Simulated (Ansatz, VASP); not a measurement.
## Si2B3: VASP beside Ansatz

```xyz
5
Lattice="2.0750 1.1980 3.6114 -2.0750 1.1980 3.6114 0.0000 -2.3960 3.6114" Properties=species:S:1:pos:R:3 pbc="T T T"
Si    0.0000    0.0000    0.0000
Si    0.0000    0.0000    5.4171
B     0.0000    1.1980    3.6114
B    -1.0375   -0.5990    3.6114
B     1.0375   -0.5990    3.6114
```

Alike in both runs: functional PBE; k mesh 5 × 5 × 5; occupations gaussian, width 0.2 eV; no spin polarisation.

Ansatz relaxed the structure, and its values are those at the end. VASP's run is a single point on that final structure, the one shown.

|  | VASP | Ansatz |
| --- | --- | --- |
| version | VASP 6.6.1 | Ansatz 0.2.0 |
| potentials or method | VASP PAW PBE potentials, release 64 (Si, B), cutoff 500 eV | scalar-relativistic, plane waves, PAW |
| valence electrons in the cell | 17 | 17 |

|  | VASP | Ansatz | Ansatz less VASP |
| --- | --- | --- | --- |
| gap on the k mesh at the Fermi level (eV) | none | none | - |
| pressure (GPa) | 0.2 | 0.3 | +0.08 |

A gap of «none» marks a metal or a gap that the smearing closes. The functional is the same, so the differences come from potentials, cutoffs and numerics.

The k mesh is coarse, so the values compare programs but aren't converged.
